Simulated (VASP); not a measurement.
Input of a VASP 6.6.1 run:

Contents of INCAR:

```
SYSTEM = Ga
PREC = Accurate
ENCUT = 520
EDIFF = 1E-7
ISMEAR = -1
SIGMA = 0.1
LREAL = .False.
LASPH = .True.
NELM = 100
ALGO = Normal
ISIF = 2
LWAVE = .False.
LCHARG = .True.
GGA = PS
LELF = .True.
LVHAR = .True.
NBANDS = 12
```

The input KPOINTS:

```
regular mesh
0
Gamma
  18 18 18
  0 0 0
```

Contents of POSCAR:

```
Ga
1.0
   -1.6499332340      1.6499332340      1.6499332340
    1.6499332340     -1.6499332340      1.6499332340
    1.6499332340      1.6499332340     -1.6499332340
Ga
1
Direct
    0.0000000000      0.0000000000      0.0000000000
```

Potentials or basis: VASP PAW PBE potentials, release 64 (Ga_d).

Run with:

```bash
$ cat potpaw_PBE.64/Ga_d/POTCAR > POTCAR
$ mpirun -np 1 vasp_std > vasp.out
```

**Question.** Estimate the pressure.

**Answer.** 0.1 GPa.

Caveat: the PAW data sets were made with another functional, which shifts forces and pressure a little.
